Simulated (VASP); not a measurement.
Crystal: TaN.

```xyz
6
Lattice="5.1850 0.0000 0.0000 -2.5925 4.4903 0.0000 0.0000 0.0000 2.9080" Properties=species:S:1:pos:R:3 pbc="T T T"
Ta    0.0000    0.0000    0.0000
Ta    0.0000    2.9936    1.4540
Ta    2.5925    1.4968    1.4540
N     2.5925    0.0000    0.0000
N     1.2963    2.2452    0.0000
N    -1.2963    2.2452    0.0000
```

Base run:

- Program: VASP 6.6.1
- Functional: LDA
- Potentials or basis: VASP PAW LDA potentials, release 64 (Ta_pv, N)
- Cutoff: 520 eV
- k mesh: 4 × 4 × 7
- Occupations: gaussian, width 0.05 eV
- Spin: collinear spin, ferromagnetic start
- Starting moments: [2.39, 0.59, 0.59, 0.1, 0.1, 0.1] μB
- Fixed moment: 6.6 μB
- Hubbard terms: Ta d U = 8.0 eV

Its results: pressure 49.0 GPa; net moment 6.60 μB per cell.

Task: The run is repeated on the same cell with these changes: fixed moment from 6.6 μB to none; moments at the start from [2.39, 0.59, 0.59, 0.1, 0.1, 0.1] to [2.0, 2.0, 2.0, 0.0, 0.0, 0.0]. What comes out?

Result: Pressure 22.2 GPa; net moment 0.00 μB per cell.

Caveats: the moment is held away from its start (some runs); the total moment is fixed, so each spin has its own Fermi level (some runs).
